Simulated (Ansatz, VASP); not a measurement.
# Two plane-wave programs on N

```
CELL_PARAMETERS angstrom
2.51947 0.00000 0.00000
-1.25974 2.18193 0.00000
0.00000 0.00000 2.44600
ATOMIC_POSITIONS crystal
N 0.33333 0.66667 0.75000
N 0.66667 0.33333 0.25000
```

Alike in both runs: functional HSE06; dispersion D3(BJ); k mesh 6 × 6 × 6; occupations gaussian, width 0.01 eV; no spin polarisation.

```csv
,VASP,Ansatz
version,VASP 6.6.1,Ansatz 0.2.0
potentials or method,"VASP PAW PBE potentials, release 64 (N)",Ansatz PAW
plane-wave cutoff (eV),520,420
valence electrons in the cell,10,10
task,single point,projected density of states
```

Ansatz gave:

```
gap on the k mesh at the Fermi level (eV)                     : none
pressure (GPa)                                                : -3.3
traceless stress, the component that is largest in VASP (GPa) : -6.49
```

Which values does VASP return?

gap on the k mesh at the Fermi level (eV): none; pressure (GPa): -3.3; traceless stress, the component that is largest in VASP (GPa): -6.37.

A gap of «none» marks a metal or a gap that the smearing closes.

The k mesh is coarse, so the values compare programs but aren't converged.
